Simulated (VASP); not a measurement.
Here is a VASP 6.6.1 calculation.

File INCAR:

```
PREC     = Accurate       # precision mode
ENCUT    = 520            # plane-wave cutoff, eV
EDIFF    = 1E-6           # SCF threshold, eV
ISMEAR   = 0              # smearing method
SIGMA    = 0.05           # smearing width, eV
LREAL    = F              # projectors in reciprocal space
LASPH    = T              # aspherical terms in the spheres
NELM     = 60             # most SCF steps
ALGO     = Normal         # electronic algorithm
ISIF     = 2              # what is computed and relaxed
LWAVE    = F              # write WAVECAR
LCHARG   = F              # write CHGCAR
GGA      = PS             # functional
NBANDS   = 16             # bands
```

File KPOINTS:

```
Automatic mesh
0
Gamma
  10 10 10
```

The input POSCAR:

```
CdSe
1.0
    0.0000000000      2.8516385148      2.8516385148
    2.8516385148      0.0000000000      2.8516385148
    3.0107599439      3.0107599439     -0.1591214291
Cd Se
1 1
Direct
    0.0000000000      0.0000000000      0.0000000000
    0.7500000000      0.7500000000      0.7500000000
```

Potentials or basis: VASP PAW PBE potentials, release 64 (Cd, Se).

The run is started by

```sh
$ cat potpaw_PBE.64/Cd/POTCAR potpaw_PBE.64/Se/POTCAR > POTCAR
$ mpirun -np 1 vasp_std > vasp.out
```

Problem. Predict the largest force.

Solution. 0.855 eV/Å.

Problem. Predict the band gap on the k mesh.

Solution. 0.56 eV, direct.

Stress tensor (GPa, compression positive):
```
 8.95 -3.36  3.36
-3.36  8.95  3.36
 3.36  3.36  8.95
```

Caveat: the PAW data sets were made with another functional, which shifts forces and pressure a little.
